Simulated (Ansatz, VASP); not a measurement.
Ti: VASP beside Ansatz

File INCAR:

```
PREC     = Accurate       # precision mode
ENCUT    = 520            # plane-wave cutoff, eV
EDIFF    = 1E-7           # SCF threshold, eV
ISMEAR   = -1             # smearing method
SIGMA    = 0.08           # smearing width, eV
LREAL    = F              # projectors in reciprocal space
LASPH    = T              # aspherical terms in the spheres
NELM     = 100            # most SCF steps
ALGO     = Normal         # electronic algorithm
ISIF     = 2              # what is computed and relaxed
LWAVE    = F              # write WAVECAR
LCHARG   = T              # write CHGCAR
GGA      = PE             # functional
LELF     = T              # ELF
LVHAR    = T            
NBANDS   = 19             # bands
```

File KPOINTS:

```
Automatic mesh
0
Gamma
  13 13 7
```

POSCAR

```
Ti
1.0
    2.9499978604      0.0000000000      0.0000000000
   -1.4749989302      2.5547730882      0.0000000000
    0.0000000000      0.0000000000      4.7328600000
Ti
2
Direct
    0.3333333333      0.6666666667      0.2500000000
    0.6666666667      0.3333333333      0.7500000000
```

Input for Ansatz:

```yaml
crystal:
  lattice:
    - [2.9499978604, 0.0, 0.0]
    - [-1.4749989302, 2.5547730882, 0.0]
    - [0.0, 0.0, 4.73286]
  atoms:
    - { symbol: Ti, position: [0.3333333333, 0.6666666667, 0.25] }
    - { symbol: Ti, position: [0.6666666667, 0.3333333333, 0.75] }
kpoints:
  mp_grid: { grid: [13, 13, 7] }
  band_path:
    path:
      - [0.0, 0.0, 0.0]
      - [0.5, 0.0, 0.0]
      - [0.3333333333, 0.3333333333, 0.0]
      - [0.0, 0.0, 0.0]
      - [0.0, 0.0, 0.5]
      - [0.5, 0.0, 0.5]
      - [0.3333333333, 0.3333333333, 0.5]
      - [0.0, 0.0, 0.5]
      - [0.5, 0.0, 0.5]
    npoints: 5
scf:
  occupations: { method: fermi_dirac, width: 0.08 }
hamiltonian:
  xc: pbe
  pseudopotentials: { kind: all_electron, lapw: { basis_error: 0.0005 } }
output:
  forces: true
  stress: true
  eigenvalues: true
```

Change from the starting cell: zz strain of +1 %.

Alike in both runs: task single point; functional PBE; k mesh 13 × 13 × 7; occupations fermi-dirac, width 0.08 eV; no spin polarisation.

|  | VASP | Ansatz |
| --- | --- | --- |
| version | VASP 6.6.1 | Ansatz 0.2.0 |
| potentials or method | VASP PAW PBE potentials, release 64 (Ti_sv), cutoff 520 eV | all-electron LAPW, scalar-relativistic |

|  | VASP | Ansatz | Ansatz less VASP |
| --- | --- | --- | --- |
| pressure (GPa) | -2.9 | -2.6 | +0.23 |
| traceless stress, the component that is largest in VASP (GPa) | -0.97 | -0.97 | -0.002 |

Ansatz ran all-electron here, and VASP with PAW potentials.
